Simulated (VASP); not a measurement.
# CdF2 (I4mm) in VASP: further runs

Runs on CdF2. Level: r2SCAN. Tasks: single point.

Program: VASP 6.6.1. These are calculated values, not measurements. Logs are shortened: lines on timing, memory, paths and dates and some standing lists are left out, and cuts for length are marked.

**1. The cell of the first run**

The structure is tetragonal, space group I4mm (No. 107). Conventional cell: a = 3.810 Å, b = 3.810 Å, c = 5.388 Å, α = 90.00°, β = 90.00°, γ = 90.00°. Cd (site symmetry 4mm) has 8 F at 2.28 to 2.39 Å within 3.0 Å. F (site symmetry 2mm) has 4 Cd at 2.28 to 2.39 Å and 6 F at 2.69 Å within 3.0 Å.

**2. Single point, r2SCAN (all Cd atoms moved -0.100 Å, as atom 1 along Cartesian [0 1 0])**

Input file POSCAR:

```
CdF2
1.0
    0.0000000000      2.6940000000      2.6940000000
    2.6940000000      0.0000000000      2.6940000000
    2.6940000000      2.6940000000      0.0000000000
Cd F
1 2
Direct
   -0.0185597624      0.0185597624     -0.0185597624
    0.2500000000      0.2500000000      0.2500000000
    0.7500000000      0.7500000000      0.7500000000
```

Input file INCAR.step1:

```
  ALGO = Normal
  EDIFF = 1E-4
  ENCUT = 520
  GGA = PE
  ISMEAR = 0
  LASPH = True
  LCHARG = False
  LREAL = False
  LWAVE = True
  NBANDS = 20
  NELM = 60
  PREC = Accurate
  SIGMA = 0.05
```

Input file INCAR.step2:

```
  ALGO = Normal
  EDIFF = 1E-6
  ENCUT = 520
  ISIF = 2
  ISMEAR = 0
  ISTART = 1
  LASPH = True
  LCHARG = False
  LMIXTAU = True
  LREAL = False
  LWAVE = False
  METAGGA = R2SCAN
  NBANDS = 20
  NELM = 60
  PREC = Accurate
  SIGMA = 0.05
```

Input file KPOINTS:

```
k-points
0
Gamma
  8 8 8
```

Potentials or basis: VASP PAW PBE potentials, release 64 (Cd, F).

Launch:

```
cat potpaw_PBE.64/Cd/POTCAR potpaw_PBE.64/F/POTCAR > POTCAR
cp INCAR.step1 INCAR
mpirun -np 1 vasp_std > vasp.out
cp INCAR.step2 INCAR
mpirun -np 1 vasp_std > vasp.out
```

OUTCAR:

```text
EDIFF = 1E-6
   ENCUT = 520
   ISIF = 2
   ISMEAR = 0
   ISTART = 1
   LASPH = True
   LREAL = False
   METAGGA = R2SCAN
   NELM = 60
   PREC = Accurate

 ion  position               nearest neighbor table
   1  0.981  0.019  0.981-   3 2.28   3 2.28   2 2.28   2 2.28   3 2.39   3 2.39   2 2.39   2 2.39

   2  0.250  0.250  0.250-   1 2.28   1 2.28   1 2.39   1 2.39
   3  0.750  0.750  0.750-   1 2.28   1 2.28   1 2.39   1 2.39

  LATTYP: Found a face centered cubic cell.
 ALAT       =     5.3880000000

  Lattice vectors:

 A1 = (   0.0000000000,   2.6940000000,   2.6940000000)
 A2 = (   2.6940000000,   0.0000000000,   2.6940000000)
 A3 = (   2.6940000000,   2.6940000000,   0.0000000000)

Analysis of symmetry for initial positions (statically):
=====================================================================
 Subroutine PRICEL returns:
 Original cell was already a primitive cell.

 Routine SETGRP: Setting up the symmetry group for a
 face centered cubic supercell.

 Subroutine GETGRP returns: Found  8 space group operations
 (whereof  8 operations were pure point group operations)
 out of a pool of 48 trial point group operations.

The static configuration has the point symmetry C_4v.

Analysis of symmetry for dynamics (positions and initial velocities):
=====================================================================
 Subroutine PRICEL returns:
 Original cell was already a primitive cell.

 Routine SETGRP: Setting up the symmetry group for a
 face centered cubic supercell.

 Subroutine GETGRP returns: Found  8 space group operations
 (whereof  8 operations were pure point group operations)
 out of a pool of 48 trial point group operations.

The dynamic configuration has the point symmetry C_4v.

 Subroutine INISYM returns: Found  8 space group operations
 (whereof  8 operations are pure point group operations),
 and found     1 'primitive' translations

----------------------------------------------------------------------------------------

                                     Primitive cell

  volume of cell :      39.1041

  direct lattice vectors                    reciprocal lattice vectors
     0.000000000  2.694000000  2.694000000    -0.185597624  0.185597624  0.185597624
     2.694000000  0.000000000  2.694000000     0.185597624 -0.185597624  0.185597624
     2.694000000  2.694000000  0.000000000     0.185597624  0.185597624 -0.185597624

  length of vectors
     3.809891337  3.809891337  3.809891337     0.321464515  0.321464515  0.321464515

  position of ions in fractional coordinates (direct lattice)
     0.981440238  0.018559762  0.981440238
     0.250000000  0.250000000  0.250000000
     0.750000000  0.750000000  0.750000000

  ion indices of the primitive-cell ions
   primitive index   ion index
                 1           1
                 2           2
                 3           3

----------------------------------------------------------------------------------------

 KPOINTS: k-points

Automatic generation of k-mesh.
 Grid dimensions read from file:
 generate k-points for:    8    8    8

 Generating k-lattice:

  Cartesian coordinates                     Fractional coordinates (reciprocal lattice)
    -0.023199703  0.023199703  0.023199703     0.125000000  0.000000000  0.000000000
     0.023199703 -0.023199703  0.023199703     0.000000000  0.125000000  0.000000000
     0.023199703  0.023199703 -0.023199703     0.000000000  0.000000000  0.125000000

  Length of vectors
     0.040183064  0.040183064  0.040183064

  Shift w.r.t. Gamma in fractional coordinates (k-lattice)
     0.000000000  0.000000000  0.000000000

 Subroutine IBZKPT returns following result:
 ===========================================

 Found     59 irreducible k-points:

 Following reciprocal coordinates:
            Coordinates               Weight
  0.000000  0.000000  0.000000      1.000000
  0.125000  0.000000  0.000000      8.000000
  0.250000  0.000000  0.000000      8.000000
  0.375000  0.000000  0.000000      8.000000
  0.500000  0.000000  0.000000      4.000000
  0.125000  0.125000  0.000000      4.000000
[... 16 lines left out ...]
  0.250000  0.000000  0.375000      8.000000
  0.500000  0.250000  0.000000     16.000000
 [... further k-points ...]
   k-points           NKPTS =     59   k-points in BZ     NKDIM =     59   number of bands    NBANDS=     20
   number of dos      NEDOS =    301   number of ions     NIONS =      3
   total plane-waves  NPLWV =  21952
   dimension x,y,z NGX =    28 NGY =   28 NGZ =   28
   dimension x,y,z NGXF=    56 NGYF=   56 NGZF=   56
   ions per type =               1   2
   NGX,Y,Z   is equivalent  to a cutoff of  12.22, 12.22, 12.22 a.u.
   NGXF,Y,Z  is equivalent  to a cutoff of  24.44, 24.44, 24.44 a.u.
 SYSTEM =  unknown system
   PREC   = accura    normal or accurate (medium, high low for compatibility)
   ISTART =      1    job   : 0-new  1-cont  2-samecut
   ICHARG =      0    charge: 1-file 2-atom 10-const
   ISPIN  =      1    spin polarized calculation?
   LNONCOLLINEAR =      F non collinear calculations
   LSORBIT =      F    spin-orbit coupling
   LASPH  =      T    aspherical Exc in radial PAW
   ENCUT  =  520.0 eV  38.22 Ry    6.18 a.u.   7.08  7.08  7.08*2*pi/ulx,y,z
   NELM   =     60;   NELMIN=  2; NELMDL=  0     # of ELM steps
   EDIFF  = 0.1E-05   stopping-criterion for ELM
   LREAL  =      F    real-space projection
   EDIFFG = 0.1E-04   stopping-criterion for IOM
   NSW    =      0    number of steps for IOM
   IBRION =     -1    ionic relax: 0-MD 1-quasi-New 2-CG
   NFREE  =      0    steps in history (QN), initial steepest desc. (CG)
   ISIF   =      2    stress and relaxation
   ISYM   =      2    0-nonsym 1-usesym 2-fastsym
   POTIM  = 0.5000    time-step for ionic-motion
   TEBEG  =    0.0;   TEEND  =   0.0 temperature during run
   PSTRESS=    0.0 pullay stress
   NELECT =      26.0000    total number of electrons
   NUPDOWN=      -1.0000    fix difference up-down
   EMIN   =  10.00;   EMAX   =-10.00  energy-range for DOS
   EFERMI =   0.00;   METHOD = LEGACY
   ISMEAR =     0;   SIGMA  =   0.05  broadening in eV -4-tet -1-fermi 0-gaus
   EFERMI_NEDOS =   21; number of points for ismear=-14 and -15
   IALGO  =     38    algorithm
   IMIX   =      4    mixing-type and parameters
     AMIX     =   0.40;   BMIX     =  1.00
     AMIX_MAG =   1.60;   BMIX_MAG =  1.00
  volume/ion in A,a.u.               =      13.03        87.96
  Fermi-wavevector in a.u.,A,eV,Ry     =   1.428867  2.700166 27.778468  2.041660
  Thomas-Fermi vector in A             =   2.548882
   LORBIT       =      0    0 simple, 1 ext, 2 COOP (PROOUT), +10 PAW based schemes
   METAGGA = R2SCAN    functional components
   LHFCALC =     F    Hartree Fock is set to
   AEXX    =    0.0000 exact exchange contribution
   IVDW    =     0    specifies the selected vdW correction
   LEPSILON=     F    determine dielectric tensor
   LRPA    =     F    only Hartree local field effects (RPA)
 non-spin polarized calculation
 Gauss-broadening in eV      SIGMA  =   0.05
  energy-cutoff  :      520.00
  volume of cell :       39.10
 maximum number of plane-waves:      1067
   NGX = 15   NGY = 15   NGZ = 15

 number of electron      25.9999989 magnetization

 Free energy of the ion-electron system (eV)
  ---------------------------------------------------
  ext. energy  EPLUGINS =         0.00000000
  ---------------------------------------------------
  free energy    TOTEN  =       -33.68942175 eV

  energy without entropy =      -33.68942175  energy(sigma->0) =      -33.68942175

 E-fermi :  -1.6143     XC(G=0): -11.0463

 val. band max:       -1.8543227769   @ k =  -0.2500   0.5000   0.2500
 cond. band min:       1.8853509122   @ k =   0.0000   0.0000   0.0000
 fundamental gap:      3.7396736891
 Fermi energy:        -1.6143031672

 k-point     1 :       0.0000    0.0000    0.0000
  band No.  band energies     occupation
      1     -23.8169      2.00000
      2     -22.7546      2.00000
      3      -7.5082      2.00000
      4      -7.5081      2.00000
      5      -7.4839      2.00000
      6      -6.2809      2.00000
[... 12 lines left out ...]
     19      18.9116      0.00000
     20      18.9988      0.00000

 k-point     2 :       0.1250    0.0000    0.0000
  band No.  band energies     occupation
      1     -23.7691      2.00000
      2     -22.7963      2.00000
      3      -7.4625      2.00000
      4      -7.4489      2.00000
      5      -7.3018      2.00000
      6      -6.2973      2.00000
[... 12 lines left out ...]
     19      18.5365      0.00000
     20      18.5791      0.00000

 k-point     3 :       0.2500    0.0000    0.0000
  band No.  band energies     occupation
      1     -23.6406      2.00000
      2     -22.9119      2.00000
      3      -7.3200      2.00000
      4      -7.3116      2.00000
      5      -6.8548      2.00000
      6      -6.3075      2.00000
[... 12 lines left out ...]
     19      17.8578      0.00000
     20      18.4452      0.00000

 k-point     4 :       0.3750    0.0000    0.0000
  band No.  band energies     occupation
      1     -23.4625      2.00000
      2     -23.0740      2.00000
      3      -7.1971      2.00000
      4      -7.1946      2.00000
      5      -6.3089      2.00000
      6      -6.2472      2.00000
[... 12 lines left out ...]
     19      17.2998      0.00000
     20      18.0536      0.00000

 k-point     5 :       0.5000    0.0000    0.0000
  band No.  band energies     occupation
      1     -23.2985      2.00000
      2     -23.2308      2.00000
      3      -7.1615      2.00000
      4      -7.1538      2.00000
      5      -6.1996      2.00000
      6      -6.1973      2.00000
[... 12 lines left out ...]
     19      17.0777      0.00000
     20      17.7038      0.00000
[... 353 lines left out ...]
      6      -6.6439      2.00000
[... 12 lines left out ...]
     19      19.6495      0.00000
     20      20.5503      0.00000

 k-point    22 :       0.3750    0.2500    0.0000
  band No.  band energies     occupation
      1     -23.4917      2.00000
      2     -23.0282      2.00000
      3      -7.0351      2.00000
      4      -6.9950      2.00000
      5      -6.7300      2.00000
      6      -6.3746      2.00000
[... 12 lines left out ...]
     19      19.5443      0.00000
     20      20.1526      0.00000

 k-point    23 :       0.2500    0.0000    0.3750
  band No.  band energies     occupation
      1     -23.4923      2.00000
      2     -23.0297      2.00000
      3      -7.0285      2.00000
      4      -7.0027      2.00000
      5      -6.7399      2.00000
      6      -6.4010      2.00000
[... 12 lines left out ...]
     19      19.5601      0.00000
     20      20.1431      0.00000

 k-point    24 :       0.5000    0.2500    0.0000
  band No.  band energies     occupation
      1     -23.3587      2.00000
      2     -23.1476      2.00000
      3      -7.0285      2.00000
      4      -6.8843      2.00000
      5      -6.5363      2.00000
      6      -6.2055      2.00000
[... 12 lines left out ...]
     19      18.9540      0.00000
     20      20.6233      0.00000

 [... further k-points ...]
[... 5 lines left out ...]
  --------------------------------------------------------------------------------------
  -------------------------------------------------------------------------------------
  Total        0.4354683      0.3161802      0.4354683     -0.0000000      0.0000000      0.0000000
  in kB       17.8420352     12.9545563     17.8420352     -0.0000000      0.0000000      0.0000000
  external PRESSURE =      16.2128756 kB  Pullay stress =       0.0000000 kB

 VOLUME and BASIS-vectors are now :
 -----------------------------------------------------------------------------
  energy-cutoff  :      520.00
  volume of cell :       39.10
      direct lattice vectors                 reciprocal lattice vectors
     0.000000000  2.694000000  2.694000000    -0.185597624  0.185597624  0.185597624
     2.694000000  0.000000000  2.694000000     0.185597624 -0.185597624  0.185597624
     2.694000000  2.694000000  0.000000000     0.185597624  0.185597624 -0.185597624

 POSITION                                       TOTAL-FORCE (eV/Angst)
 -----------------------------------------------------------------------------------
      2.69400      5.28800      2.69400         0.000000      0.591512      0.000000
      1.34700      1.34700      1.34700         0.000000     -0.295756      0.000000
      4.04100      4.04100      4.04100        -0.000000     -0.295756     -0.000000
 -----------------------------------------------------------------------------------
    total drift:                                0.000012     -0.000382      0.000012

  FREE ENERGIE OF THE ION-ELECTRON SYSTEM (eV)
  ---------------------------------------------------
  free  energy   TOTEN  =       -33.6894217451 eV

  energy  without entropy=      -33.6894217451  energy(sigma->0) =      -33.68942175
```

Wall time 63 s (1 thread of Intel Xeon 6975P-C (Granite Rapids), shared host); peak memory 0.19 GiB.

What came out:

```
Free energy            : -33.6894 eV
Pressure               : 1.6 GPa
Largest force          : 0.592 eV/Å
Band gap on the k mesh : 3.74 eV (least direct gap 4.25 eV)
```

Forces in eV/Å, atoms in the order of the input:
```
Cd   0.000  0.592  0.000
F    0.000 -0.296  0.000
F    0.000 -0.296  0.000
```

Levels at points of the mesh, in eV from the valence-band top:
```
           k point  band 9  band 10  band 11  band 12  band 13  band 14  band 15  band 16  band 17  band 18
(0.00, 0.00, 0.00)   -1.01    -0.97    -0.52    -0.52    -0.51     3.74    13.60    13.63    13.63    17.90
(0.50, 0.00, 0.00)   -2.28    -1.86    -1.85    -0.42    -0.41     7.97     9.69    15.60    15.61    18.90
(0.50, 0.50, 0.00)   -2.97    -2.79    -0.52    -0.13    -0.09     8.85    10.55    12.14    15.31    15.34
(0.50, 0.00, 0.50)   -2.95    -2.95    -0.50    -0.11    -0.11     8.86    10.52    12.18    15.31    15.31
```

Caveat: the cell differs from its parent crystal (all Cd atoms moved -0.100 Å, as atom 1 along Cartesian [0 1 0]); the PAW data sets were made with another functional, which shifts forces and pressure a little.

**3. Single point, r2SCAN (all Cd atoms moved +0.075 Å, as atom 1 along Cartesian [0 1 0])**

Edit POSCAR of step 2 so:

```diff
@@ -8,3 +8,3 @@
 Direct
-   -0.0185597624      0.0185597624     -0.0185597624
+    0.0139198218     -0.0139198218      0.0139198218
     0.2500000000      0.2500000000      0.2500000000
```

Input file INCAR.step1:

```
  PREC = Accurate
  ENCUT = 520
  ISMEAR = 0
  SIGMA = 0.05
  LREAL = False
  LASPH = True
  NELM = 80
  NBANDS = 20
  GGA = PE
  ALGO = Normal
  EDIFF = 1E-4
  LWAVE = True
  LCHARG = False
```

Input file INCAR.step2:

```
  PREC = Accurate
  ENCUT = 520
  EDIFF = 1E-6
  ISMEAR = 0
  SIGMA = 0.05
  LREAL = False
  LASPH = True
  NELM = 80
  ALGO = Normal
  ISIF = 2
  LWAVE = False
  LCHARG = True
  METAGGA = R2SCAN
  LMIXTAU = True
  LELF = True
  LVHAR = True
  NBANDS = 20
  ISTART = 1
```

Input file KPOINTS:

```
regular mesh
0
Gamma
  8 8 8
```

Potentials or basis: VASP PAW PBE potentials, release 64 (Cd, F).

Launch:

```
cat potpaw_PBE.64/Cd/POTCAR potpaw_PBE.64/F/POTCAR > POTCAR
cp INCAR.step1 INCAR
mpirun -np 1 vasp_std > vasp.out
cp INCAR.step2 INCAR
mpirun -np 1 vasp_std > vasp.out
```

Run time: 62 s. Hardware: 1 thread of Intel Xeon 6975P-C (Granite Rapids), shared host; peak memory 0.19 GiB.

It converged, with:

- Free energy: -33.7024 eV
- Pressure: 1.4 GPa
- Largest force: 0.444 eV/Å
- Band gap on the k mesh: 3.74 eV (least direct gap 4.25 eV)

Forces on the atoms (eV/Å):
```
Cd   0.000 -0.444  0.000
F    0.000  0.222  0.000
F    0.000  0.222  0.000
```

Stress tensor (GPa, compression positive):
```
1.45 0.00 0.00
0.00 1.17 0.00
0.00 0.00 1.45
```

Levels at points of the mesh, in eV from the valence-band top:
| k point | band 11 | band 12 | band 13 | band 14 | band 15 | band 16 |
| --- | --- | --- | --- | --- | --- | --- |
| (0.00, 0.00, 0.00) | -0.51 | -0.51 | -0.51 | 3.74 | 13.60 | 13.62 |
| (0.50, 0.00, 0.00) | -1.85 | -0.41 | -0.41 | 7.98 | 9.69 | 15.60 |
| (0.50, 0.50, 0.00) | -0.51 | -0.12 | -0.09 | 8.86 | 10.55 | 12.16 |
| (0.50, 0.00, 0.50) | -0.51 | -0.10 | -0.10 | 8.87 | 10.53 | 12.18 |

Caveat: the cell differs from its parent crystal (all Cd atoms moved +0.075 Å, as atom 1 along Cartesian [0 1 0]); the PAW data sets were made with another functional, which shifts forces and pressure a little.

**4. Single point, r2SCAN (all Cd atoms moved -0.050 Å, as atom 1 along Cartesian [0 1 0])**

Edit POSCAR of step 3 so:

```diff
@@ -8,3 +8,3 @@
 Direct
-    0.0139198218     -0.0139198218      0.0139198218
+   -0.0092798812      0.0092798812     -0.0092798812
     0.2500000000      0.2500000000      0.2500000000
```

Input file INCAR.step1:

```
  PREC = Accurate
  ENCUT = 520
  ISMEAR = 0
  SIGMA = 0.05
  LREAL = F
  LASPH = T
  NELM = 100
  NBANDS = 20
  GGA = PE
  ALGO = Normal
  EDIFF = 1E-4
  LWAVE = T
  LCHARG = F
```

Input file INCAR.step2:

```
  PREC = Accurate
  ENCUT = 520
  EDIFF = 1E-6
  ISMEAR = 0
  SIGMA = 0.05
  LREAL = F
  LASPH = T
  NELM = 100
  ALGO = Normal
  ISIF = 2
  LWAVE = F
  LCHARG = T
  METAGGA = R2SCAN
  LMIXTAU = T
  LELF = T
  LVHAR = T
  NBANDS = 20
  ISTART = 1
```

KPOINTS is that of step 3.

Launch:

```
cat potpaw_PBE.64/Cd/POTCAR potpaw_PBE.64/F/POTCAR > POTCAR
cp INCAR.step1 INCAR
mpirun -np 1 vasp_std > vasp.out
cp INCAR.step2 INCAR
mpirun -np 1 vasp_std > vasp.out
```

Run time: 63 s. Hardware: 1 thread of Intel Xeon 6975P-C (Granite Rapids), shared host; peak memory 0.19 GiB.

The run converged. Its results:

* Free energy: -33.7117 eV
* Pressure: 1.2 GPa
* Largest force: 0.298 eV/Å
* Band gap on the k mesh: 3.75 eV (least direct gap 4.25 eV)

Forces on the atoms (eV/Å):
```
Cd   0.000  0.298  0.000
F    0.000 -0.149  0.000
F    0.000 -0.149  0.000
```

Stress tensor (GPa, compression positive):
```
1.21 0.00 0.00
0.00 1.09 0.00
0.00 0.00 1.21
```

Levels at points of the mesh, in eV from the valence-band top:
| k point | band 9 | band 10 | band 11 | band 12 | band 13 | band 14 | band 15 | band 16 | band 17 | band 18 |
| --- | --- | --- | --- | --- | --- | --- | --- | --- | --- | --- |
| (0.00, 0.00, 0.00) | -0.99 | -0.98 | -0.51 | -0.51 | -0.50 | 3.75 | 13.61 | 13.62 | 13.62 | 17.92 |
| (0.50, 0.00, 0.00) | -2.28 | -1.85 | -1.85 | -0.41 | -0.40 | 7.98 | 9.69 | 15.60 | 15.60 | 18.94 |
| (0.50, 0.50, 0.00) | -2.97 | -2.89 | -0.51 | -0.10 | -0.09 | 8.87 | 10.55 | 12.17 | 15.31 | 15.31 |
| (0.50, 0.00, 0.50) | -2.97 | -2.97 | -0.51 | -0.10 | -0.10 | 8.87 | 10.54 | 12.18 | 15.30 | 15.30 |

Caveat: the cell differs from its parent crystal (all Cd atoms moved -0.050 Å, as atom 1 along Cartesian [0 1 0]); the PAW data sets were made with another functional, which shifts forces and pressure a little. A k mesh can miss the band edges.

**5. Summary**

| cell | gap on the mesh (eV) | pressure (GPa) | largest force (eV/Å) |
| --- | --- | --- | --- |
| as given, atomic positions A | 3.74 | 1.6 | 0.59 |
| as given, atomic positions B | 3.74 | 1.4 | 0.44 |
| as given, atomic positions C | 3.75 | 1.2 | 0.30 |

Alike in all rows: task single point; level r2SCAN; potentials or basis VASP PAW PBE potentials, release 64 (Cd, F); no spin polarisation; k mesh 8 × 8 × 8; cutoff (eV) 520; smearing gaussian 0.05 eV.

Caveats: the PAW data sets were made with another functional, which shifts forces and pressure a little.

Absolute energies hang on the potentials; compare differences alone.
